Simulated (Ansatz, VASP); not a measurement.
# Two plane-wave programs on Hf

```
Hf
1.0
    -1.76815    1.76815    1.76815
     1.76815   -1.76815    1.76815
     1.76815    1.76815   -1.76815
Hf
1
Direct
  0.00000 0.00000 0.00000
```

Change from the starting cell: volume scaled by 0.94, PAW files.

Alike in both runs: task electric field gradients; functional PBEsol; k mesh 16 × 16 × 16; occupations fermi-dirac, width 0.08 eV; no spin polarisation.

|  | VASP | Ansatz |
| --- | --- | --- |
| version | VASP 6.6.1 | Ansatz 0.2.0 |
| potentials or method | VASP PAW PBE potentials, release 64 (Hf_pv) | PAW with Ansatz's default frozen-core files, scalar-relativistic |
| plane-wave cutoff (eV) | 520 | 420 |
| valence electrons in the cell | 10 | 26 |

VASP gave:

| Item | Value |
| --- | --- |
| pressure (GPa) | -4.0 |

Q: Which values does Ansatz return?

A: Pressure (GPa): -3.7.

VASP's potentials were made for PBE, not for PBEsol. VASP's potentials hold 10 valence electrons a cell and Ansatz's 26, so a difference there can come from the potentials and not from the codes.

Spin-orbit coupling is off throughout.
